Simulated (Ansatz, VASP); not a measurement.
# Two plane-wave programs on NaF

```
Na F
1.0
     0.00000    2.28601    2.28601
     2.28601    0.00000    2.28601
     2.28601    2.28601    0.00000
Na F
1 1
Direct
  0.00000 0.00000 0.00000
  0.50000 0.50000 0.50000
```

Alike in both runs: task single point; functional PBE; k mesh 8 × 8 × 8; occupations gaussian, width 0.02 eV; no spin polarisation.

```csv
,VASP,Ansatz
version,VASP 6.6.1,Ansatz 0.2.0
potentials or method,"VASP PAW PBE potentials, release 64 (Na_pv, F), cutoff 600 eV","scalar-relativistic, plane waves, PAW"
valence electrons in the cell,14,16
```

```csv
,VASP,Ansatz,Ansatz less VASP
gap on the k mesh at the Fermi level (eV),6.53,6.54,+0.015
least direct gap on the mesh (eV),6.53,6.54,+0.015
pressure (GPa),4.3,4.5,+0.19
```

VASP's potentials hold 14 valence electrons a cell and Ansatz's 16, so a difference there can come from the potentials and not from the codes.
